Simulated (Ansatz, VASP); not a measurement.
# Two plane-wave programs on Hf

INCAR

```
SYSTEM = Hf
PREC = Accurate
ENCUT = 520
EDIFF = 1E-6
ISMEAR = 0
SIGMA = 0.15
LREAL = .False.
LASPH = .True.
NELM = 100
ALGO = Fast
ISIF = 2
LWAVE = .False.
LCHARG = .False.
GGA = PS
NBANDS = 17
```

File KPOINTS:

```
regular mesh
0
Gamma
  18 18 10
  0 0 0
```

Contents of POSCAR:

```
Hf
1.0
    3.1966985242      0.0000000000      0.0000000000
   -1.5983492621      2.7684221302      0.0000000000
    0.0000000000      0.0000000000      5.0578000000
Hf
2
Direct
    0.3333333333      0.6666666667      0.1906856736
    0.6666666667      0.3333333333      0.7500000000
```

Input for Ansatz:

```yaml
crystal:
  lattice:
    - [3.1966985242, 0.0, 0.0]
    - [-1.5983492621, 2.7684221302, 0.0]
    - [0.0, 0.0, 5.0578]
  atoms:
    - { symbol: Hf, position: [0.3333333333, 0.6666666667, 0.1906856736] }
    - { symbol: Hf, position: [0.6666666667, 0.3333333333, 0.75] }
basis:
  ecutwfc: 420
kpoints:
  mp_grid: { grid: [18, 18, 10] }
hamiltonian:
  xc: pbesol
scf:
  occupations: { method: gaussian, width: 0.15 }
output:
  forces: true
  stress: true
  eigenvalues: true
```

Alike in both runs: task single point; functional PBEsol; k mesh 18 × 18 × 10; occupations gaussian, width 0.15 eV; no spin polarisation.

|  | VASP | Ansatz |
| --- | --- | --- |
| version | VASP 6.6.1 | Ansatz 0.2.0 |
| potentials or method | VASP PAW PBE potentials, release 64 (Hf_pv), cutoff 520 eV | scalar-relativistic, plane waves, PAW |
| valence electrons in the cell | 20 | 52 |

```csv
,VASP,Ansatz,Ansatz less VASP
gap on the k mesh at the Fermi level (eV),none,none,-
pressure (GPa),-0.3,0.1,+0.38
"traceless stress, the component that is largest in VASP (GPa)",3.08,3.12,+0.040
rms of the force components (eV/Å),0.982,1.006,+0.0239
```

VASP's potentials were made for PBE, not for PBEsol. Atom by atom the forces differ by 0.024 eV/Å (rms over components). A gap of «none» marks a metal or a gap that the smearing closes. With one functional, cell and mesh, what is left measures potentials, basis and numerics. VASP's potentials hold 20 valence electrons a cell and Ansatz's 52, so a difference there can come from the potentials and not from the codes.

Spin-orbit coupling is off throughout.
